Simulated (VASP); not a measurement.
Here is a VASP 6.6.1 calculation.

INCAR

```
SYSTEM = TiAl
PREC = Accurate
ENCUT = 520
EDIFF = 1E-6
ISMEAR = -1
SIGMA = 0.15
LREAL = .FALSE.
LASPH = .TRUE.
NELM = 60
ALGO = Normal
ISIF = 2
LWAVE = .FALSE.
LCHARG = .FALSE.
NBANDS = 14
```

File KPOINTS:

```
regular mesh
0
G
  12 12 8
  0 0 0
```

File POSCAR:

```
TiAl
1.0
    2.7692000172      0.0000000000      0.0000000000
    0.0000000000      2.7692000172      0.0000000000
    0.0000000000      0.0000000000      3.9972428286
Ti Al
1 1
Direct
    0.5000000000      0.5000000000      0.5000000000
    0.0000000000      0.0000000000      0.0000000000
```

Potentials or basis: VASP PAW LDA potentials, release 64 (Ti_sv, Al).

Launch:

```console
$ cat potpaw_LDA.64/Ti_sv/POTCAR potpaw_LDA.64/Al/POTCAR > POTCAR
$ mpirun -np 1 vasp_std > vasp.out
```

Task: Estimate the pressure.

Result: 0.2 GPa.

Task: Predict the band gap on the k mesh.

Result: Zero (an odd number of electrons rules out a gap without spin polarisation).
